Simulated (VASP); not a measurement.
# Te (Pm-3m) in VASP: single point with PBEsol

Aim: the single point of Te with PBEsol.

Everything below comes from runs of VASP 6.6.1. Logs are shortened: lines on timing, memory, paths and dates and some standing lists are left out, and cuts for length are marked.

## 1. The cell of the first run

The structure is cubic, space group Pm-3m (No. 221). The conventional cell has a = 3.150 Å, b = 3.150 Å, c = 3.150 Å, α = 90.00°, β = 90.00°, γ = 90.00°. Within 4.1 Å of Te (site symmetry m-3m) lie 6 Te at 3.15 Å.

## 2. Single point, PBEsol

File INCAR:

```
ALGO     = Normal         # electronic algorithm
EDIFF    = 1E-6           # SCF threshold, eV
ENCUT    = 500            # plane-wave cutoff, eV
GGA      = PS             # functional
GGA_COMPAT= F            
ISIF     = 2              # what is computed and relaxed
ISMEAR   = -1             # smearing method
LASPH    = T              # aspherical terms in the spheres
LCHARG   = T              # write CHGCAR
LELF     = T              # ELF
LREAL    = F              # projectors in reciprocal space
LVHAR    = T            
LWAVE    = F              # write WAVECAR
NBANDS   = 9              # bands
NELM     = 120            # most SCF steps
PREC     = Accurate       # precision mode
SIGMA    = 0.08           # smearing width, eV
```

File KPOINTS:

```
k-points
0
Gamma
  13 13 13
```

File POSCAR:

```
Te
1.0
    3.1500203135      0.0000000000      0.0000000000
    0.0000000000      3.1500203135      0.0000000000
    0.0000000000      0.0000000000      3.1500203135
Te
1
Direct
    0.0000000000      0.0000000000      0.0000000000
```

Potentials or basis: VASP PAW PBE potentials, release 64 (Te).

Launch:

```
$ cat potpaw_PBE.64/Te/POTCAR > POTCAR
$ mpirun -np 1 vasp_std > vasp.out
```

OUTCAR:

```text
EDIFF = 1E-6
   ENCUT = 500
   GGA = PS
   ISIF = 2
   ISMEAR = -1
   LASPH = T
   LREAL = F
   NELM = 120
   PREC = Accurate

 ion  position               nearest neighbor table
   1  0.000  0.000  0.000-

  LATTYP: Found a simple cubic cell.
 ALAT       =     3.1500203135

  Lattice vectors:

 A1 = (   3.1500203135,   0.0000000000,   0.0000000000)
 A2 = (   0.0000000000,   3.1500203135,   0.0000000000)
 A3 = (   0.0000000000,   0.0000000000,   3.1500203135)

Analysis of symmetry for initial positions (statically):
=====================================================================
 Subroutine PRICEL returns:
 Original cell was already a primitive cell.

 Routine SETGRP: Setting up the symmetry group for a
 simple cubic supercell.

 Subroutine GETGRP returns: Found 48 space group operations
 (whereof 48 operations were pure point group operations)
 out of a pool of 48 trial point group operations.

The static configuration has the point symmetry O_h .

Analysis of symmetry for dynamics (positions and initial velocities):
=====================================================================
 Subroutine PRICEL returns:
 Original cell was already a primitive cell.

 Routine SETGRP: Setting up the symmetry group for a
 simple cubic supercell.

 Subroutine GETGRP returns: Found 48 space group operations
 (whereof 48 operations were pure point group operations)
 out of a pool of 48 trial point group operations.

The dynamic configuration has the point symmetry O_h .

 Subroutine INISYM returns: Found 48 space group operations
 (whereof 48 operations are pure point group operations),
 and found     1 'primitive' translations

----------------------------------------------------------------------------------------

                                     Primitive cell

  volume of cell :      31.2565

  direct lattice vectors                    reciprocal lattice vectors
     3.150020313  0.000000000  0.000000000     0.317458270  0.000000000  0.000000000
     0.000000000  3.150020313  0.000000000     0.000000000  0.317458270  0.000000000
     0.000000000  0.000000000  3.150020313     0.000000000  0.000000000  0.317458270

  length of vectors
     3.150020313  3.150020313  3.150020313     0.317458270  0.317458270  0.317458270

  position of ions in fractional coordinates (direct lattice)
     0.000000000  0.000000000  0.000000000

  ion indices of the primitive-cell ions
   primitive index   ion index
                 1           1

----------------------------------------------------------------------------------------

 KPOINTS: k-points

Automatic generation of k-mesh.
 Grid dimensions read from file:
 generate k-points for:   13   13   13

 Generating k-lattice:

  Cartesian coordinates                     Fractional coordinates (reciprocal lattice)
     0.024419867  0.000000000  0.000000000     0.076923077  0.000000000  0.000000000
     0.000000000  0.024419867  0.000000000     0.000000000  0.076923077  0.000000000
     0.000000000  0.000000000  0.024419867     0.000000000  0.000000000  0.076923077

  Length of vectors
     0.024419867  0.024419867  0.024419867

  Shift w.r.t. Gamma in fractional coordinates (k-lattice)
     0.000000000  0.000000000  0.000000000

 Subroutine IBZKPT returns following result:
 ===========================================

 Found     84 irreducible k-points:

 Following reciprocal coordinates:
            Coordinates               Weight
  0.000000  0.000000  0.000000      1.000000
  0.076923  0.000000  0.000000      6.000000
  0.153846  0.000000  0.000000      6.000000
  0.230769  0.000000  0.000000      6.000000
  0.307692  0.000000  0.000000      6.000000
  0.384615  0.000000  0.000000      6.000000
[... 16 lines left out ...]
  0.307692  0.307692  0.000000     12.000000
  0.384615  0.307692  0.000000     24.000000
 [... further k-points ...]
   k-points           NKPTS =     84   k-points in BZ     NKDIM =     84   number of bands    NBANDS=      9
   number of dos      NEDOS =    301   number of ions     NIONS =      1
   total plane-waves  NPLWV =  13824
   dimension x,y,z NGX =    24 NGY =   24 NGZ =   24
   dimension x,y,z NGXF=    48 NGYF=   48 NGZF=   48
   ions per type =               1
   NGX,Y,Z   is equivalent  to a cutoff of  12.67, 12.67, 12.67 a.u.
   NGXF,Y,Z  is equivalent  to a cutoff of  25.33, 25.33, 25.33 a.u.
 SYSTEM =  unknown system
   PREC   = accura    normal or accurate (medium, high low for compatibility)
   ISTART =      0    job   : 0-new  1-cont  2-samecut
   ICHARG =      2    charge: 1-file 2-atom 10-const
   ISPIN  =      1    spin polarized calculation?
   LNONCOLLINEAR =      F non collinear calculations
   LSORBIT =      F    spin-orbit coupling
   LASPH  =      T    aspherical Exc in radial PAW
   ENCUT  =  500.0 eV  36.75 Ry    6.06 a.u.   5.74  5.74  5.74*2*pi/ulx,y,z
   NELM   =    120;   NELMIN=  2; NELMDL= -5     # of ELM steps
   EDIFF  = 0.1E-05   stopping-criterion for ELM
   LREAL  =      F    real-space projection
   EDIFFG = 0.1E-04   stopping-criterion for IOM
   NSW    =      0    number of steps for IOM
   IBRION =     -1    ionic relax: 0-MD 1-quasi-New 2-CG
   NFREE  =      0    steps in history (QN), initial steepest desc. (CG)
   ISIF   =      2    stress and relaxation
   ISYM   =      2    0-nonsym 1-usesym 2-fastsym
   POTIM  = 0.5000    time-step for ionic-motion
   TEBEG  =    0.0;   TEEND  =   0.0 temperature during run
   PSTRESS=    0.0 pullay stress
   NELECT =       6.0000    total number of electrons
   NUPDOWN=      -1.0000    fix difference up-down
   EMIN   =  10.00;   EMAX   =-10.00  energy-range for DOS
   EFERMI =   0.00;   METHOD = LEGACY
   ISMEAR =    -1;   SIGMA  =   0.08  broadening in eV -4-tet -1-fermi 0-gaus
   EFERMI_NEDOS =   21; number of points for ismear=-14 and -15
   IALGO  =     38    algorithm
   IMIX   =      4    mixing-type and parameters
     AMIX     =   0.40;   BMIX     =  1.00
     AMIX_MAG =   1.60;   BMIX_MAG =  1.00
  volume/ion in A,a.u.               =      31.26       210.93
  Fermi-wavevector in a.u.,A,eV,Ry     =   0.944377  1.784613 12.134318  0.891847
  Thomas-Fermi vector in A             =   2.072175
   LORBIT       =      0    0 simple, 1 ext, 2 COOP (PROOUT), +10 PAW based schemes
   GGA     = PS    functional components
   LHFCALC =     F    Hartree Fock is set to
   AEXX    =    0.0000 exact exchange contribution
   IVDW    =     0    specifies the selected vdW correction
   LEPSILON=     F    determine dielectric tensor
   LRPA    =     F    only Hartree local field effects (RPA)
 non-spin polarized calculation
  energy-cutoff  :      500.00
  volume of cell :       31.26
 maximum number of plane-waves:       812
 NGX is ok and might be reduce to    24
   NGX = 11   NGY = 11   NGZ = 11

 number of electron       5.9999999 magnetization

 Free energy of the ion-electron system (eV)
  ---------------------------------------------------
  ext. energy  EPLUGINS =         0.00000000
  ---------------------------------------------------
  free energy    TOTEN  =        -3.51220132 eV

  energy without entropy =       -3.50149571  energy(sigma->0) =       -3.50684852

 E-fermi :   6.9465     XC(G=0):  -9.6254

 val. band max:        6.8571363354   @ k =   0.2308   0.2308   0.1538
 cond. band min:       7.0108997274   @ k =   0.4615   0.3846   0.2308
 fundamental gap:      0.1537633920
 Fermi energy:         6.9465245943

 k-point     1 :       0.0000    0.0000    0.0000
  band No.  band energies     occupation
      1      -7.0766      2.00000
      2       8.1351      0.00000
      3       8.1351      0.00000
      4       8.1351      0.00000
      5      12.8856      0.00000
      6      12.8856      0.00000
      7      13.3986      0.00000
      8      24.6868      0.00000
      9      24.6868      0.00000

 k-point     2 :       0.0769    0.0000    0.0000
  band No.  band energies     occupation
      1      -7.0028      2.00000
      2       7.2821      0.02972
      3       8.2023      0.00000
      4       8.2023      0.00000
      5      12.9528      0.00000
      6      13.2414      0.00000
      7      14.1137      0.00000
      8      23.3224      0.00000
      9      23.3224      0.00000

 k-point     3 :       0.1538    0.0000    0.0000
  band No.  band energies     occupation
      1      -6.7859      2.00000
      2       5.6537      2.00000
      3       8.3966      0.00000
      4       8.3966      0.00000
      5      13.1520      0.00000
      6      13.5183      0.00000
      7      16.1016      0.00000
      8      21.7313      0.00000
      9      21.7313      0.00000

 k-point     4 :       0.2308    0.0000    0.0000
  band No.  band energies     occupation
      1      -6.4420      2.00000
      2       3.9829      2.00000
      3       8.6937      0.00000
      4       8.6937      0.00000
      5      13.4744      0.00000
      6      13.9126      0.00000
      7      18.2971      0.00000
      8      20.2864      0.00000
      9      20.2864      0.00000

 k-point     5 :       0.3077    0.0000    0.0000
  band No.  band energies     occupation
      1      -6.0084      2.00000
      2       2.4939      2.00000
      3       9.0470      0.00000
      4       9.0470      0.00000
      5      13.8977      0.00000
      6      14.4600      0.00000
      7      19.0603      0.00000
      8      19.0603      0.00000
      9      19.1955      0.00000

 k-point     6 :       0.3846    0.0000    0.0000
  band No.  band energies     occupation
      1      -5.5645      2.00000
      2       1.3266      2.00000
      3       9.3796      0.00000
      4       9.3796      0.00000
      5      14.3636      0.00000
      6      15.1672      0.00000
      7      18.1406      0.00000
      8      18.1406      0.00000
      9      18.2049      0.00000
[... 169 lines left out ...]
 k-point    21 :       0.3846    0.2308    0.0000
  band No.  band energies     occupation
      1      -4.9236      2.00000
      2       1.9293      2.00000
      3       5.3899      2.00000
      4       9.9304      0.00000
      5      12.4862      0.00000
      6      15.5213      0.00000
      7      18.7093      0.00000
      8      18.9441      0.00000
      9      20.4442      0.00000

 k-point    22 :       0.4615    0.2308    0.0000
  band No.  band energies     occupation
      1      -4.6154      2.00000
      2       1.2550      2.00000
      3       5.6534      2.00000
      4      10.1371      0.00000
      5      11.9182      0.00000
      6      16.0414      0.00000
      7      18.1868      0.00000
      8      18.2179      0.00000
      9      20.7551      0.00000

 k-point    23 :       0.3077    0.3077    0.0000
  band No.  band energies     occupation
      1      -4.9326      2.00000
      2       3.4202      2.00000
      3       3.5852      2.00000
      4       9.9491      0.00000
      5      12.1538      0.00000
      6      15.4369      0.00000
      7      19.7954      0.00000
      8      20.2765      0.00000
      9      20.5436      0.00000

 k-point    24 :       0.3846    0.3077    0.0000
  band No.  band energies     occupation
      1      -4.4830      2.00000
      2       2.3273      2.00000
      3       3.9042      2.00000
      4      10.2753      0.00000
      5      11.1216      0.00000
      6      16.0118      0.00000
      7      19.1082      0.00000
      8      19.4761      0.00000
      9      20.4994      0.00000

 [... further k-points ...]
[... 5 lines left out ...]
  --------------------------------------------------------------------------------------
  -------------------------------------------------------------------------------------
  Total        0.0094016      0.0094016      0.0094016     -0.0000000      0.0000000     -0.0000000
  in kB        0.4819155      0.4819155      0.4819155     -0.0000000      0.0000000     -0.0000000
  external PRESSURE =       0.4819155 kB  Pullay stress =       0.0000000 kB

 VOLUME and BASIS-vectors are now :
 -----------------------------------------------------------------------------
  energy-cutoff  :      500.00
  volume of cell :       31.26
      direct lattice vectors                 reciprocal lattice vectors
     3.150020313  0.000000000  0.000000000     0.317458270  0.000000000  0.000000000
     0.000000000  3.150020313  0.000000000     0.000000000  0.317458270  0.000000000
     0.000000000  0.000000000  3.150020313     0.000000000  0.000000000  0.317458270

 POSITION                                       TOTAL-FORCE (eV/Angst)
 -----------------------------------------------------------------------------------
      0.00000      0.00000      0.00000         0.000000      0.000000      0.000000
 -----------------------------------------------------------------------------------
    total drift:                               -0.000000      0.000000      0.000000

  FREE ENERGIE OF THE ION-ELECTRON SYSTEM (eV)
  ---------------------------------------------------
  free  energy   TOTEN  =        -3.5122013238 eV

  energy  without entropy=       -3.5014957074  energy(sigma->0) =       -3.50684852
```

It took 19 s on 1 thread of Intel Xeon 8259CL, shared host; peak memory 0.15 GiB.

What came out:

```
Free energy            : -3.5122 eV
Pressure               : 0.0 GPa
Band gap on the k mesh : zero (band 3 reaches 9.59 eV, above the bottom of band 4 at 3.85 eV)
```

Caveat: the PAW data sets were made with another functional, which shifts forces and pressure a little; spin-orbit coupling is left out, which moves the levels of the heavy elements.
